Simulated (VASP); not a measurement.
Write the native input for VASP 6.6.1 that does the following.

| Item | Value |
| --- | --- |
| Task | single point |
| Functional | r2SCAN |
| Potentials or basis | VASP PAW PBE potentials, release 64 (Pb_d, S) |
| Cutoff | 520 eV |
| k mesh | 12 × 12 × 12 |
| Occupations | fermi-dirac, width 0.05 eV |
| Spin | no spin polarisation |
| Dipole correction | no |
| Further INCAR settings | ALGO = Normal; EDIFF = 1e-07; NBANDS = 17 |

The system is PbS (rocksalt type).

```
CELL_PARAMETERS angstrom
0.00000 2.67724 2.67724
2.67724 0.00000 2.67724
2.67724 2.67724 0.00000
ATOMIC_POSITIONS crystal
Pb 0.00000 0.00000 0.00000
S 0.50000 0.50000 0.50000
```

One way to write it, as run:

POSCAR

```
PbS
1.0
    0.0000000000      2.6772427395      2.6772427395
    2.6772427395      0.0000000000      2.6772427395
    2.6772427395      2.6772427395      0.0000000000
Pb S
1 1
Direct
    0.0000000000      0.0000000000      0.0000000000
    0.5000000000      0.5000000000      0.5000000000
```

INCAR.step1

```
  PREC = Accurate
  ENCUT = 520
  ISMEAR = -1
  SIGMA = 0.05
  LREAL = False
  LASPH = True
  NELM = 100
  NBANDS = 17
  GGA = PE
  ALGO = Normal
  EDIFF = 1E-4
  LWAVE = True
  LCHARG = False
```

INCAR.step2

```
  PREC = Accurate
  ENCUT = 520
  EDIFF = 1E-7
  ISMEAR = -1
  SIGMA = 0.05
  LREAL = False
  LASPH = True
  NELM = 100
  ALGO = Normal
  ISIF = 2
  LWAVE = False
  LCHARG = False
  METAGGA = R2SCAN
  LMIXTAU = True
  NBANDS = 17
  ISTART = 1
```

KPOINTS

```
Automatic mesh
0
Gamma
  12 12 12
```

Potentials or basis: VASP PAW PBE potentials, release 64 (Pb_d, S).

Launch:

```sh
$ cat potpaw_PBE.64/Pb_d/POTCAR potpaw_PBE.64/S/POTCAR > POTCAR
$ cp INCAR.step1 INCAR
$ mpirun -np 1 vasp_std > vasp.out
$ cp INCAR.step2 INCAR
$ mpirun -np 1 vasp_std > vasp.out
```

Results of the run:

- Pressure: 37.7 GPa
- Band gap on the k mesh: 0.40 eV (least direct gap 0.44 eV)

Caveat: the cell stands under pressure; the PAW data sets were made with another functional, which shifts forces and pressure a little; spin-orbit coupling is left out, which moves the levels of the heavy elements.

Wall time 3.1 min on 1 thread of Intel Xeon 8259CL, with other jobs on the host, peak memory 0.2 GiB.
